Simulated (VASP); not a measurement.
Input of a VASP 6.6.1 run:

Contents of INCAR:

```
SYSTEM = MgO
  PREC = Accurate
  ENCUT = 520
  EDIFF = 1E-6
  ISMEAR = 0
  SIGMA = 0.05
  LREAL = .False.
  LASPH = .True.
  NELM = 100
  ALGO = Normal
  ISIF = 2
  LWAVE = .False.
  LCHARG = .True.
  GGA = PE
  LELF = .True.
  LVHAR = .True.
  NBANDS = 16
```

File KPOINTS:

```
Automatic mesh
0
Gamma
  9 9 6
  0 0 0
```

File POSCAR:

```
MgO
1.0
    3.0832000000      0.0000000000      0.0000000000
   -1.5416000000      2.6701295249      0.0000000000
    0.0000000000      0.0000000000      5.1215474299
Mg O
2 2
Direct
    0.3333333333      0.6666666667      0.0063188013
    0.6666666667      0.3333333333      0.5063188013
    0.3333333333      0.6666666667      0.3982811987
    0.6666666667      0.3333333333      0.8982811987
```

Potentials or basis: VASP PAW PBE potentials, release 64 (Mg, O).

The run is started by

```bash
$ cat potpaw_PBE.64/Mg/POTCAR potpaw_PBE.64/O/POTCAR > POTCAR
$ mpirun -np 1 vasp_std > vasp.out
```

(1) Estimate the band gap on the k mesh.

(2) Estimate the pressure.

(3) Predict the largest force.

## Answers

(1) 4.38 eV, direct.

(2) 24.3 GPa.

(3) 0.915 eV/Å.
